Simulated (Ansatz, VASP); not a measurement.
# Cd3N2 in VASP and in Ansatz

```
Cd N
1.0
     6.45843    0.00000    0.00000
    -3.22921    5.59316    0.00000
     0.00000    0.00000    4.02286
Cd N
3 2
Direct
  0.50000 0.00000 0.00000
  0.00000 0.50000 0.00000
  0.50000 0.50000 0.00000
  0.00000 0.00000 0.63794
  0.00000 0.00000 0.36206
```

Alike in both runs: functional PBE; k mesh 6 × 6 × 8; occupations gaussian, width 0.1 eV; no spin polarisation.

Ansatz relaxed the structure, and its values are those at the end. VASP's run is a single point on that final structure, the one shown.

|  | VASP | Ansatz |
| --- | --- | --- |
| version | VASP 6.6.1 | Ansatz 0.2.0 |
| potentials or method | VASP PAW PBE potentials, release 64 (Cd, N), cutoff 520 eV | scalar-relativistic, plane waves, PAW |
| valence electrons in the cell | 46 | 70 |

Ansatz gave:

- gap on the k mesh at the Fermi level (eV): none
- pressure (GPa): 0.0
- rms of the force components (eV/Å): 0.000

Task: Which values does VASP return?

Result: gap on the k mesh at the Fermi level (eV): none; pressure (GPa): 0.6; rms of the force components (eV/Å): 0.574.

A gap of «none» marks a metal or a gap that the smearing closes. One of these differences is far larger than is usual between the two programs; its cause wasn't traced. With one functional, cell and mesh, what is left measures potentials, basis and numerics. VASP's potentials hold 46 valence electrons a cell and Ansatz's 70, so a difference there can come from the potentials and not from the codes.

Noted on VASP's run: the standard files for N, O and F lose accuracy on very short bonds.
